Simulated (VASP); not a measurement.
Cu: single point with PBEsol

Crystal: Cu.

```
CELL_PARAMETERS angstrom
-1.48029 1.48029 1.41184
1.48029 -1.48029 1.41184
1.48029 1.48029 -1.41184
ATOMIC_POSITIONS crystal
Cu 0.00000 0.00000 0.00000
```

* Program: VASP 6.6.1
* Task: single point
* Functional: PBEsol
* Potentials or basis: VASP PAW PBE potentials, release 64 (Cu)
* Cutoff: 520 eV
* k mesh: 14 × 14 × 14
* Occupations: methfessel-paxton, width 0.1 eV
* Spin: no spin polarisation

```
Pressure : -10.9 GPa
```

Stress tensor (GPa, compression positive):
```
-10.68   0.00   0.00
  0.00 -10.68   0.00
  0.00   0.00 -11.21
```

Levels at points of the mesh, in eV from the Fermi level:
| k point | band 4 | band 5 | band 6 | band 7 | band 8 | band 9 |
| --- | --- | --- | --- | --- | --- | --- |
| (0.00, 0.00, 0.00) | -2.88 | -2.10 | -1.91 | 24.11 | 24.11 | 25.34 |
| (0.50, 0.00, 0.00) | -1.82 | -1.31 | -0.36 | 4.28 | 16.53 | 16.72 |
| (0.50, 0.50, 0.00) | -1.94 | -1.34 | -0.70 | 3.78 | 17.86 | 17.95 |
| (0.50, 0.50, 0.50) | -1.49 | -1.44 | 7.41 | 7.41 | 9.15 | 12.81 |

It took 53 s on 1 thread of AMD EPYC 7R43 64-Core Processor (Zen 3), with other jobs on the host, peak memory 0.11 GiB.

Caveat: the PAW data sets were made with another functional, which shifts forces and pressure a little.
